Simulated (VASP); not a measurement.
A run of VASP 6.6.1:

The input INCAR:

```
ALGO = Normal ; DIPOL = 0.5 0.5 0.462
EDIFF = 1E-7 ; ENCUT = 520
GGA = PE ; IDIPOL = 3
ISIF = 2 ; ISMEAR = 0
IVDW = 12 ; LASPH = T
LCHARG = T ; LDIPOL = T
LELF = T ; LREAL = Auto
LVACPOTAV = T ; LVHAR = T
LWAVE = F ; NBANDS = 75
NELM = 100 ; PREC = Accurate
SIGMA = 0.1
```

File KPOINTS:

```
k-points
0
Gamma
  3 3 1
```

The input POSCAR:

```
Na16HF
1.0
    8.1558973540      0.0000000000      0.0000000000
    0.0000000000      8.1558973540      0.0000000000
    0.0000000000      0.0000000000     25.0470230155
Na F H
16 1 1
Direct
    0.2500000000      0.7500000000      0.3193992354
    0.2500000000      0.2500000000      0.3193992354
    0.7500000000      0.7500000000      0.3193992354
    0.7500000000      0.2500000000      0.3193992354
    0.5000000000      0.5000000000      0.4008050909
    0.5000000000      0.0000000000      0.4008050909
    0.0000000000      0.5000000000      0.4008050909
    0.0000000000      0.0000000000      0.4008050909
    0.7544545480      0.2500000000      0.4866881352
    0.7562466814      0.7500000000      0.4856231241
    0.2455454520      0.2500000000      0.4866881352
    0.2437533186      0.7500000000      0.4856231241
    0.0000000000     -0.0389043558      0.5868435386
    0.0000000000      0.5389043558      0.5868435386
    0.5000000000     -0.0133810956      0.5729720639
    0.5000000000      0.5133810956      0.5729720639
    0.0000000000      0.2500000000      0.6061244486
    0.0000000000      0.2500000000      0.5657916395
```

Potentials or basis: VASP PAW PBE potentials, release 64 (Na_pv, F, H).

Command:

```bash
$ cat potpaw_PBE.64/Na_pv/POTCAR potpaw_PBE.64/F/POTCAR potpaw_PBE.64/H/POTCAR > POTCAR
$ mpirun -np 1 vasp_std > vasp.out
```

Hardware: 1 thread of Intel(R) Xeon(R) 6975P-C (Granite Rapids) (shared host).

Q: How long does it take, and how much memory?

A: It took 15 min on 1 thread of Intel(R) Xeon(R) 6975P-C (Granite Rapids) (shared host), peak memory 1.5 GiB. Counts: scf iterations 25, k points 4.
